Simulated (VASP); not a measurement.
Here is a VASP 6.6.1 calculation.

POSCAR

```
BAs
1.0
    0.0000000000      2.4157862801      2.4157862801
    2.4157862801      0.0000000000      2.4157862801
    2.4157862801      2.4157862801      0.0000000000
B As
1 1
Direct
    0.0000000000      0.0000000000      0.0000000000
    0.2500000000      0.2500000000      0.2500000000
```

INCAR.step1

```
SYSTEM = BAs
PREC     = Accurate       ! precision mode
ENCUT    = 520            ! plane-wave cutoff, eV
ISMEAR   = -1             ! smearing method
SIGMA    = 0.02           ! smearing width, eV
LREAL    = .False.        ! projectors in reciprocal space
LASPH    = .True.         ! aspherical terms in the spheres
NELM     = 150            ! most SCF steps
MAGMOM   = 0 0 0 0 0 0    ! initial moments
LSORBIT  = .True.         ! spin-orbit coupling
GGA_COMPAT= .False.      
NBANDS   = 20             ! bands
GGA      = PE             ! functional
ALGO     = Normal         ! electronic algorithm
EDIFF    = 1E-4           ! SCF threshold, eV
LWAVE    = .True.         ! write WAVECAR
LCHARG   = .False.        ! write CHGCAR
```

File INCAR.step2:

```
SYSTEM = BAs
PREC     = Accurate       ! precision mode
ENCUT    = 520            ! plane-wave cutoff, eV
EDIFF    = 1E-6           ! SCF threshold, eV
ISMEAR   = -1             ! smearing method
SIGMA    = 0.02           ! smearing width, eV
LREAL    = .False.        ! projectors in reciprocal space
LASPH    = .True.         ! aspherical terms in the spheres
NELM     = 150            ! most SCF steps
ALGO     = Normal         ! electronic algorithm
ISIF     = 2              ! what is computed and relaxed
LWAVE    = .False.        ! write WAVECAR
LCHARG   = .False.        ! write CHGCAR
MAGMOM   = 0 0 0 0 0 0    ! initial moments
LORBIT   = 11             ! projections on sites
LSORBIT  = .True.         ! spin-orbit coupling
GGA_COMPAT= .False.      
LORBMOM  = .True.       
METAGGA  = R2SCAN         ! meta-GGA
LMIXTAU  = .True.       
NBANDS   = 20             ! bands
ISTART   = 1
```

The input KPOINTS:

```
regular mesh
0
Gamma
  10 10 10
  0 0 0
```

Potentials or basis: VASP PAW PBE potentials, release 64 (B, As).

Run with:

```console
$ cat potpaw_PBE.64/B/POTCAR potpaw_PBE.64/As/POTCAR > POTCAR
$ cp INCAR.step1 INCAR
$ mpirun -np 1 vasp_ncl > vasp.out
$ cp INCAR.step2 INCAR
$ mpirun -np 1 vasp_ncl > vasp.out
```

Predict the pressure.

-3.8 GPa.

Predict the net moment.

0.00 μB per cell.

Moments on the atoms (μB; x, y, z):
```
B   0.00 0.00 0.00
As  0.00 0.00 0.00
```

Caveat: the cell differs from its parent crystal (strain +1.0%); the cell stands under tension; the PAW data sets were made with another functional, which shifts forces and pressure a little.
